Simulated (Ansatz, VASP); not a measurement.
# Two plane-wave programs on Mo

The input INCAR:

```
PREC = Accurate ; ENCUT = 520
EDIFF = 1E-7 ; ISMEAR = -1
SIGMA = 0.05 ; LREAL = F
LASPH = T ; NELM = 100
ALGO = Normal ; ISIF = 2
LWAVE = F ; LCHARG = F
GGA = RP ; IVDW = 13
NBANDS = 13
```

KPOINTS

```
Automatic mesh
0
Gamma
  12 12 12
```

POSCAR

```
Mo
1.0
   -1.6148719360      1.6148719360      1.6148719360
    1.6148719360     -1.6148719360      1.6148719360
    1.6148719360      1.6148719360     -1.6148719360
Mo
1
Direct
    0.0000000000      0.0000000000      0.0000000000
```

The input input.yaml:

```yaml
crystal:
  lattice:
    - [-1.614871936, 1.614871936, 1.614871936]
    - [1.614871936, -1.614871936, 1.614871936]
    - [1.614871936, 1.614871936, -1.614871936]
  atoms:
    - { symbol: Mo, position: [0.0, 0.0, 0.0] }
hamiltonian:
  xc: rpbe
  pseudopotentials: { kind: paw }
  dispersion: d4
kpoints:
  mp_grid: { grid: [12, 12, 12] }
scf:
  occupations: { method: fermi_dirac, width: 0.05 }
output:
  forces: true
  stress: true
  eigenvalues: true
```

Alike in both runs: task single point; functional RPBE; dispersion D4; k mesh 12 × 12 × 12; occupations fermi-dirac, width 0.05 eV; no spin polarisation.

```csv
,VASP,Ansatz
version,VASP 6.6.1,Ansatz 0.2.0
potentials or method,"VASP PAW PBE potentials, release 64 (Mo_sv)",Ansatz PAW
plane-wave cutoff (eV),520,420
valence electrons in the cell,14,14
```

VASP gave:

```
gap on the k mesh at the Fermi level (eV) : none
pressure (GPa)                            : -20.6
```

Problem. What did Ansatz give for the same quantities?

Solution. gap on the k mesh at the Fermi level (eV): none; pressure (GPa): -21.0.

VASP's potentials were made for PBE, not for RPBE. A gap of «none» marks a metal or a gap that the smearing closes.
